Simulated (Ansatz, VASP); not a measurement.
**TePb2 in VASP and in Ansatz**

```
Te Pb
1.0
     0.00000    3.84202    3.84202
     3.84202    0.00000    3.84202
     3.84202    3.84202    0.00000
Te Pb
1 2
Cartesian
  0.0000 0.0000 0.0000
  1.9210 1.9210 1.9210
  5.7630 5.7630 5.7630
```

Alike in both runs: task relaxation of cell and atoms; functional PBE; k mesh 10 × 10 × 10; occupations gaussian, width 0.1 eV; no spin polarisation.

```csv
,VASP,Ansatz
version,VASP 6.6.1,Ansatz 0.2.0
potentials or method,"VASP PAW PBE potentials, release 64 (Te, Pb_d), cutoff 600 eV","scalar-relativistic, plane waves, PAW"
valence electrons in the cell,34,44
```

```csv
,VASP,Ansatz,Ansatz less VASP
"gap on the k mesh at the Fermi level, each at its own relaxed structure (eV)",none,none,-
relaxed volume (Å³/atom),37.88,37.88,+0.002
relaxed cell length with the largest relative difference (Å),5.437,5.437,+0.0001
```

A gap of «none» marks a metal or a gap that the smearing closes. VASP's potentials hold 34 valence electrons a cell and Ansatz's 44, so a difference there can come from the potentials and not from the codes.

Neither program's run includes spin-orbit coupling.
